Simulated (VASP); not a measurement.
# BP (F-43m) in VASP: notebook

Runs on BP. Level: PBE. Tasks: single point.

Everything below comes from runs of VASP 6.6.1. Logs are shortened: lines on timing, memory, paths and dates and some standing lists are left out, and cuts for length are marked.

**1. The cell of the first run**

It takes space group F-43m (No. 216, cubic). Conventional cell: a = 4.456 Å, b = 4.456 Å, c = 4.456 Å, α = 90.00°, β = 90.00°, γ = 90.00°. B (site symmetry -43m) has 4 P at 1.93 Å within 2.6 Å. Within 2.6 Å of P (site symmetry -43m) lie 4 B at 1.93 Å.

**2. Single point, PBE (11.06 Å³/atom)**

Contents of INCAR:

```
SYSTEM = BP
PREC = Accurate
ENCUT = 500
EDIFF = 1E-6
ISMEAR = 0
SIGMA = 0.02
LREAL = .FALSE.
LASPH = .TRUE.
NELM = 120
ALGO = Normal
ISIF = 2
LWAVE = .FALSE.
LCHARG = .FALSE.
GGA = PE
NBANDS = 11
GGA_COMPAT = .FALSE.
```

Contents of KPOINTS:

```
regular mesh
0
G
  10 10 10
  0 0 0
```

Contents of POSCAR:

```
BP
1.0
    0.0000000000      2.2277604783      2.2277604783
    2.2277604783      0.0000000000      2.2277604783
    2.2277604783      2.2277604783      0.0000000000
B P
1 1
Direct
    0.0000000000      0.0000000000      0.0000000000
    0.2500000000      0.2500000000      0.2500000000
```

Potentials or basis: VASP PAW PBE potentials, release 64 (B, P).

On the command line:

```bash
$ cat potpaw_PBE.64/B/POTCAR potpaw_PBE.64/P/POTCAR > POTCAR
$ mpirun -np 1 vasp_std > vasp.out
```

OUTCAR:

```text
SYSTEM = BP
   PREC = Accurate
   ENCUT = 500
   EDIFF = 1E-6
   ISMEAR = 0
   LREAL = .FALSE.
   LASPH = .TRUE.
   NELM = 120
   ISIF = 2
   GGA = PE

 ion  position               nearest neighbor table
   1  0.000  0.000  0.000-   2 1.93   2 1.93   2 1.93   2 1.93
   2  0.250  0.250  0.250-   1 1.93   1 1.93   1 1.93   1 1.93

  LATTYP: Found a face centered cubic cell.
 ALAT       =     4.4555209566

  Lattice vectors:

 A1 = (   0.0000000000,   2.2277604783,   2.2277604783)
 A2 = (   2.2277604783,   0.0000000000,   2.2277604783)
 A3 = (   2.2277604783,   2.2277604783,   0.0000000000)

Analysis of symmetry for initial positions (statically):
=====================================================================
 Subroutine PRICEL returns:
 Original cell was already a primitive cell.

 Routine SETGRP: Setting up the symmetry group for a
 face centered cubic supercell.

 Subroutine GETGRP returns: Found 24 space group operations
 (whereof 24 operations were pure point group operations)
 out of a pool of 48 trial point group operations.

The static configuration has the point symmetry T_d .

Analysis of symmetry for dynamics (positions and initial velocities):
=====================================================================
 Subroutine PRICEL returns:
 Original cell was already a primitive cell.

 Routine SETGRP: Setting up the symmetry group for a
 face centered cubic supercell.

 Subroutine GETGRP returns: Found 24 space group operations
 (whereof 24 operations were pure point group operations)
 out of a pool of 48 trial point group operations.

The dynamic configuration has the point symmetry T_d .

 Subroutine INISYM returns: Found 24 space group operations
 (whereof 24 operations are pure point group operations),
 and found     1 'primitive' translations

----------------------------------------------------------------------------------------

                                     Primitive cell

  volume of cell :      22.1124

  direct lattice vectors                    reciprocal lattice vectors
     0.000000000  2.227760478  2.227760478    -0.224440646  0.224440646  0.224440646
     2.227760478  0.000000000  2.227760478     0.224440646 -0.224440646  0.224440646
     2.227760478  2.227760478  0.000000000     0.224440646  0.224440646 -0.224440646

  length of vectors
     3.150529082  3.150529082  3.150529082     0.388742601  0.388742601  0.388742601

  position of ions in fractional coordinates (direct lattice)
     0.000000000  0.000000000  0.000000000
     0.250000000  0.250000000  0.250000000

  ion indices of the primitive-cell ions
   primitive index   ion index
                 1           1
                 2           2

----------------------------------------------------------------------------------------

 KPOINTS: regular mesh

Automatic generation of k-mesh.
 Grid dimensions read from file:
 generate k-points for:   10   10   10

 Generating k-lattice:

  Cartesian coordinates                     Fractional coordinates (reciprocal lattice)
    -0.022444065  0.022444065  0.022444065     0.100000000  0.000000000  0.000000000
     0.022444065 -0.022444065  0.022444065     0.000000000  0.100000000  0.000000000
     0.022444065  0.022444065 -0.022444065     0.000000000  0.000000000  0.100000000

  Length of vectors
     0.038874260  0.038874260  0.038874260

  Shift w.r.t. Gamma in fractional coordinates (k-lattice)
     0.000000000  0.000000000  0.000000000

 Subroutine IBZKPT returns following result:
 ===========================================

 Found     47 irreducible k-points:

 Following reciprocal coordinates:
            Coordinates               Weight
  0.000000  0.000000  0.000000      1.000000
  0.100000  0.000000  0.000000      8.000000
  0.200000  0.000000  0.000000      8.000000
  0.300000  0.000000  0.000000      8.000000
  0.400000  0.000000  0.000000      8.000000
  0.500000  0.000000  0.000000      4.000000
[... 16 lines left out ...]
  0.300000  0.300000  0.000000      6.000000
  0.400000  0.300000  0.000000     24.000000
 [... further k-points ...]
   k-points           NKPTS =     47   k-points in BZ     NKDIM =     47   number of bands    NBANDS=     11
   number of dos      NEDOS =    301   number of ions     NIONS =      2
   total plane-waves  NPLWV =  13824
   dimension x,y,z NGX =    24 NGY =   24 NGZ =   24
   dimension x,y,z NGXF=    48 NGYF=   48 NGZF=   48
   ions per type =               1   1
   NGX,Y,Z   is equivalent  to a cutoff of  12.66, 12.66, 12.66 a.u.
   NGXF,Y,Z  is equivalent  to a cutoff of  25.33, 25.33, 25.33 a.u.
 SYSTEM =  BP
   PREC   = accura    normal or accurate (medium, high low for compatibility)
   ISTART =      0    job   : 0-new  1-cont  2-samecut
   ICHARG =      2    charge: 1-file 2-atom 10-const
   ISPIN  =      1    spin polarized calculation?
   LNONCOLLINEAR =      F non collinear calculations
   LSORBIT =      F    spin-orbit coupling
   LASPH  =      T    aspherical Exc in radial PAW
   ENCUT  =  500.0 eV  36.75 Ry    6.06 a.u.   5.74  5.74  5.74*2*pi/ulx,y,z
   NELM   =    120;   NELMIN=  2; NELMDL= -5     # of ELM steps
   EDIFF  = 0.1E-05   stopping-criterion for ELM
   LREAL  =      F    real-space projection
   EDIFFG = 0.1E-04   stopping-criterion for IOM
   NSW    =      0    number of steps for IOM
   IBRION =     -1    ionic relax: 0-MD 1-quasi-New 2-CG
   NFREE  =      0    steps in history (QN), initial steepest desc. (CG)
   ISIF   =      2    stress and relaxation
   ISYM   =      2    0-nonsym 1-usesym 2-fastsym
   POTIM  = 0.5000    time-step for ionic-motion
   TEBEG  =    0.0;   TEEND  =   0.0 temperature during run
   PSTRESS=    0.0 pullay stress
   NELECT =       8.0000    total number of electrons
   NUPDOWN=      -1.0000    fix difference up-down
   EMIN   =  10.00;   EMAX   =-10.00  energy-range for DOS
   EFERMI =   0.00;   METHOD = LEGACY
   ISMEAR =     0;   SIGMA  =   0.02  broadening in eV -4-tet -1-fermi 0-gaus
   EFERMI_NEDOS =   21; number of points for ismear=-14 and -15
   IALGO  =     38    algorithm
   IMIX   =      4    mixing-type and parameters
     AMIX     =   0.40;   BMIX     =  1.00
     AMIX_MAG =   1.60;   BMIX_MAG =  1.00
  volume/ion in A,a.u.               =      11.06        74.61
  Fermi-wavevector in a.u.,A,eV,Ry     =   1.166522  2.204407 18.514454  1.360774
  Thomas-Fermi vector in A             =   2.303034
   LORBIT       =      0    0 simple, 1 ext, 2 COOP (PROOUT), +10 PAW based schemes
   GGA     = PE    functional components
   LHFCALC =     F    Hartree Fock is set to
   AEXX    =    0.0000 exact exchange contribution
   IVDW    =     0    specifies the selected vdW correction
   LEPSILON=     F    determine dielectric tensor
   LRPA    =     F    only Hartree local field effects (RPA)
 non-spin polarized calculation
 Gauss-broadening in eV      SIGMA  =   0.02
  energy-cutoff  :      500.00
  volume of cell :       22.11
 maximum number of plane-waves:       571
   NGX = 11   NGY = 11   NGZ = 11

 number of electron       8.0000001 magnetization

 Free energy of the ion-electron system (eV)
  ---------------------------------------------------
  ext. energy  EPLUGINS =         0.00000000
  ---------------------------------------------------
  free energy    TOTEN  =       -12.88488158 eV

  energy without entropy =      -12.88488158  energy(sigma->0) =      -12.88488158

 E-fermi :   8.1923     XC(G=0): -11.1456

 val. band max:        8.0961770799   @ k =   0.0000   0.0000   0.0000
 cond. band min:       9.2588192273   @ k =   0.4000   0.4000   0.0000
 fundamental gap:      1.1626421475
 Fermi energy:         8.1922838467

 k-point     1 :       0.0000    0.0000    0.0000
  band No.  band energies     occupation
      1      -7.8636      2.00000
      2       8.0962      2.00000
      3       8.0962      2.00000
      4       8.0962      2.00000
      5      11.5841      0.00000
      6      11.5841      0.00000
      7      11.5841      0.00000
      8      16.3222      0.00000
      9      19.9946      0.00000
     10      20.3858      0.00000
     11      20.3858      0.00000

 k-point     2 :       0.1000    0.0000    0.0000
  band No.  band energies     occupation
      1      -7.6752      2.00000
      2       6.7538      2.00000
      3       7.7873      2.00000
      4       7.7873      2.00000
      5      12.0123      0.00000
      6      12.0123      0.00000
      7      12.0743      0.00000
      8      16.7836      0.00000
      9      19.6653      0.00000
     10      19.6653      0.00000
     11      20.5949      0.00000

 k-point     3 :       0.2000    0.0000    0.0000
  band No.  band energies     occupation
      1      -7.1163      2.00000
      2       4.3294      2.00000
      3       7.2054      2.00000
      4       7.2054      2.00000
      5      12.3673      0.00000
      6      12.7522      0.00000
      7      12.7522      0.00000
      8      17.7838      0.00000
      9      19.0431      0.00000
     10      19.0431      0.00000
     11      21.4798      0.00000

 k-point     4 :       0.3000    0.0000    0.0000
  band No.  band energies     occupation
      1      -6.2149      2.00000
      2       1.8740      2.00000
      3       6.6995      2.00000
      4       6.6995      2.00000
      5      12.3334      0.00000
      6      13.0512      0.00000
      7      13.0512      0.00000
      8      18.4522      0.00000
      9      19.6829      0.00000
     10      19.6829      0.00000
     11      21.8378      0.00000
[... 239 lines left out ...]
 k-point    22 :      -0.2000    0.2000    0.0000
  band No.  band energies     occupation
      1      -5.9093      2.00000
      2       2.7146      2.00000
      3       3.7088      2.00000
      4       6.8080      2.00000
      5      12.7038      0.00000
      6      13.5615      0.00000
      7      14.7286      0.00000
      8      16.8262      0.00000
      9      17.6435      0.00000
     10      22.1347      0.00000
     11      24.6519      0.00000

 k-point    23 :       0.3000    0.3000    0.0000
  band No.  band energies     occupation
      1      -5.6477      2.00000
      2       3.2104      2.00000
      3       4.7142      2.00000
      4       4.7142      2.00000
      5       9.5790      0.00000
      6      11.9754      0.00000
      7      17.3143      0.00000
      8      17.3143      0.00000
      9      21.8936      0.00000
     10      22.7341      0.00000
     11      25.3660      0.00000

 k-point    24 :       0.4000    0.3000    0.0000
  band No.  band energies     occupation
      1      -4.7774      2.00000
      2       1.8166      2.00000
      3       3.8408      2.00000
      4       4.4076      2.00000
      5       9.8639      0.00000
      6      11.7009      0.00000
      7      17.9369      0.00000
      8      17.9886      0.00000
      9      22.7537      0.00000
     10      23.6796      0.00000
     11      25.9708      0.00000

 [... further k-points ...]

------------------------ aborting loop because EDIFF is reached ----------------------------------------

  FORCE on cell =-STRESS in cart. coord.  units (eV):
  Direction    XX          YY          ZZ          XY          YZ          ZX
  --------------------------------------------------------------------------------------
  -------------------------------------------------------------------------------------
  Total        1.5166703      1.5166703      1.5166703      0.0000000      0.0000000      0.0000000
  in kB      109.8920507    109.8920507    109.8920507      0.0000000      0.0000000      0.0000000
  external PRESSURE =     109.8920507 kB  Pullay stress =       0.0000000 kB

 VOLUME and BASIS-vectors are now :
 -----------------------------------------------------------------------------
  energy-cutoff  :      500.00
  volume of cell :       22.11
      direct lattice vectors                 reciprocal lattice vectors
     0.000000000  2.227760478  2.227760478    -0.224440646  0.224440646  0.224440646
     2.227760478  0.000000000  2.227760478     0.224440646 -0.224440646  0.224440646
     2.227760478  2.227760478  0.000000000     0.224440646  0.224440646 -0.224440646

 POSITION                                       TOTAL-FORCE (eV/Angst)
 -----------------------------------------------------------------------------------
      0.00000      0.00000      0.00000         0.000000      0.000000      0.000000
      1.11388      1.11388      1.11388        -0.000000     -0.000000     -0.000000
 -----------------------------------------------------------------------------------
    total drift:                                0.000000      0.000000      0.000000

  FREE ENERGIE OF THE ION-ELECTRON SYSTEM (eV)
  ---------------------------------------------------
  free  energy   TOTEN  =       -12.8848815815 eV

  energy  without entropy=      -12.8848815815  energy(sigma->0) =      -12.88488158
```

Wall time 5.9 s (1 thread of Intel Xeon Platinum 8259CL at 2.50GHz (Skylake/Cascade Lake), shared host); peak memory 0.13 GiB.

What came out:

```
Free energy            : -12.8849 eV
Pressure               : 11.0 GPa
Band gap on the k mesh : 1.16 eV (least direct gap 3.49 eV)
```

Levels at points of the mesh, in eV from the valence-band top:
```
           k point  band 1  band 2  band 3  band 4  band 5  band 6  band 7  band 8
(0.00, 0.00, 0.00)  -15.96    0.00    0.00    0.00    3.49    3.49    3.49    8.23
(0.50, 0.00, 0.00)  -12.42   -9.44   -1.82   -1.82    4.12    4.75    4.75   10.32
(0.50, 0.50, 0.00)  -10.81   -8.87   -4.31   -4.31    1.22    1.61   12.65   12.65
```

Caveat: the cell stands under pressure. A k mesh can miss the band edges.

**3. Single point, PBE (10.70 Å³/atom)**

This run uses another cell than the first one, of 10.70 Å³/atom.

Contents of INCAR:

```
SYSTEM = BP
PREC = Accurate
ENCUT = 500
EDIFF = 1E-6
ISMEAR = 0
SIGMA = 0.02
LREAL = .False.
LASPH = .True.
NELM = 120
ALGO = Normal
ISIF = 2
LWAVE = .False.
LCHARG = .True.
GGA = PE
LELF = .True.
LVHAR = .True.
NBANDS = 11
GGA_COMPAT = .False.
```

Contents of KPOINTS:

```
Automatic mesh
0
Gamma
  10 10 10
  0 0 0
```

Contents of POSCAR:

```
BP
1.0
    0.0000000000      2.2038042079      2.2038042079
    2.2038042079      0.0000000000      2.2038042079
    2.2038042079      2.2038042079      0.0000000000
B P
1 1
Direct
    0.0000000000      0.0000000000      0.0000000000
    0.2500000000      0.2500000000      0.2500000000
```

Potentials or basis: VASP PAW PBE potentials, release 64 (B, P).

On the command line:

```bash
$ cat potpaw_PBE.64/B/POTCAR potpaw_PBE.64/P/POTCAR > POTCAR
$ mpirun -np 1 vasp_std > vasp.out
```

It took 6.3 s on 1 thread of Intel Xeon Platinum 8259CL at 2.50GHz (Skylake/Cascade Lake), shared host; peak memory 0.13 GiB.

Results (log left out):

```yaml
Free_energy: -12.8212 eV
Pressure: 17.9 GPa
Band_gap_on_the_k_mesh: 1.12 eV (least direct gap 3.55 eV)
```

Levels at points of the mesh, in eV from the valence-band top:
| k point | band 2 | band 3 | band 4 | band 5 | band 6 | band 7 |
| --- | --- | --- | --- | --- | --- | --- |
| (0.00, 0.00, 0.00) | 0.00 | 0.00 | 0.00 | 3.55 | 3.55 | 3.55 |
| (0.50, 0.00, 0.00) | -9.68 | -1.86 | -1.86 | 4.32 | 4.77 | 4.77 |
| (0.50, 0.50, 0.00) | -9.04 | -4.43 | -4.43 | 1.15 | 1.58 | 12.96 |

Caveat: the cell stands under pressure. A k mesh can miss the band edges.

**4. Single point, PBE**

This run uses another cell than the first one, of 11.76 Å³/atom.

Contents of INCAR:

```
PREC = Accurate
ENCUT = 500
EDIFF = 1E-6
ISMEAR = 0
SIGMA = 0.02
LREAL = False
LASPH = True
NELM = 120
ALGO = Normal
ISIF = 2
LWAVE = False
LCHARG = True
GGA = PE
LELF = True
LVHAR = True
NBANDS = 11
GGA_COMPAT = False
```

Contents of KPOINTS:

```
regular mesh
0
Gamma
  10 10 10
```

Contents of POSCAR:

```
BP
1.0
    0.0000000000      2.2741854529      2.2741854529
    2.2741854529      0.0000000000      2.2741854529
    2.2741854529      2.2741854529      0.0000000000
B P
1 1
Direct
    0.0000000000      0.0000000000      0.0000000000
    0.2500000000      0.2500000000      0.2500000000
```

On the command line:

```bash
$ cat potpaw_PBE.64/B/POTCAR potpaw_PBE.64/P/POTCAR > POTCAR
$ mpirun -np 1 vasp_std > vasp.out
```

Wall time 6.3 s (1 thread of Intel Xeon Platinum 8259CL at 2.50GHz (Skylake/Cascade Lake), shared host); peak memory 0.13 GiB.

It converged, with:

* Free energy: -12.9306 eV
* Pressure: -0.2 GPa
* Band gap on the k mesh: 1.25 eV (least direct gap 3.39 eV)

Levels at points of the mesh, in eV from the valence-band top:
```
           k point  band 2  band 3  band 4  band 5  band 6  band 7
(0.00, 0.00, 0.00)    0.00    0.00    0.00    3.39    3.39    3.39
(0.50, 0.00, 0.00)   -8.98   -1.75   -1.75    3.74    4.71    4.71
(0.50, 0.50, 0.00)   -8.55   -4.09   -4.09    1.35    1.67   12.06
```

A k mesh can miss the band edges.

(Continued in part 2 of 2.)
